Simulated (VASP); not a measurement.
PbS, 2 atoms in the cell. The structure is trigonal, space group R3m (No. 160). Conventional cell: a = 4.281 Å, b = 4.281 Å, c = 10.492 Å, α = 90.00°, β = 90.00°, γ = 120.00°. Pb (site symmetry 3m) has 6 S at 2.99 to 3.06 Å within 3.9 Å. S (site symmetry 3m) has 6 Pb at 2.99 to 3.06 Å within 3.9 Å. 

- Program: VASP 6.6.1
- Task: single point
- Functional: LDA
- Potentials or basis: VASP PAW LDA potentials, release 64 (Pb_d, S)
- Cutoff: 520 eV
- k mesh: 8 × 8 × 8
- Occupations: fermi-dirac, width 0.05 eV
- Spin: no spin polarisation
- Dipole correction: no
- Further INCAR settings: ALGO = Normal; EDIFF = 1e-07; NBANDS = 17

Potentials or basis: VASP PAW LDA potentials, release 64 (Pb_d, S).

The run is started by

```sh
$ cat potpaw_LDA.64/Pb_d/POTCAR potpaw_LDA.64/S/POTCAR > POTCAR
$ mpirun -np 1 vasp_std > vasp.out
```

Hardware: 1 thread of AMD EPYC 7R13 Processor (Zen 3), with other jobs on the host.

Problem. How long does it take, and how much memory?

Solution. It took 69 s on 1 thread of AMD EPYC 7R13 Processor (Zen 3), on a shared host, peak memory 0.16 GiB. Counts: scf iterations 13, k points 65.
